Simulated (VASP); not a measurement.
The system is GaSb.

```
Ga Sb
1.0
    -2.75343    2.75343    1.59071
     2.75343   -2.75343    1.59071
     2.75343    2.75343   -1.59071
Ga Sb
1 1
Direct
  0.25000 0.75000 0.50000
  0.00000 0.00000 0.00000
```

```yaml
Program: VASP 6.6.1
Task: relaxation of cell and atoms
Functional: BLYP
Dispersion: D3(BJ)
Potentials_or_basis: VASP PAW PBE potentials, release 64 (Ga_d, Sb)
Cutoff: 600 eV
k_mesh: 8 × 8 × 8
Occupations: gaussian, width 0.01 eV
Spin: no spin polarisation
```

At the start: pressure -0.9 GPa; volume 24.12 Å³/atom.

Problem. Where does the relaxation end?

Solution. Over 5 steps the energy falls by 2.1 meV/atom and the volume is 23.76 Å³/atom (-1.5 %); space group I-4m2 (No. 119, to 0.1 Å) before and after.

Step by step:
```
step  energy change (eV)  largest force (eV/Å)  pressure (GPa)  volume (Å³)
   1              0.0000                0.0000           -0.92        48.24
   2             -0.0039                0.0000            0.30        47.28
   3             -0.0040                0.0000            0.13        47.42
   4             -0.0040                0.0000            0.17        47.40
   5             -0.0042                0.0000            0.01        47.52
```

Final structure:
```yaml
crystal:
  lattice:
    - [-2.72738, 2.72738, 1.59694]
    - [2.72738, -2.72738, 1.59694]
    - [2.72738, 2.72738, -1.59694]
  atoms:
    - { symbol: Ga, position: [0.25000, 0.75000, 0.50000] }
    - { symbol: Sb, position: [0.00000, 0.00000, 0.00000] }
```

Caveat: the PAW data sets were made with another functional, which shifts forces and pressure a little.
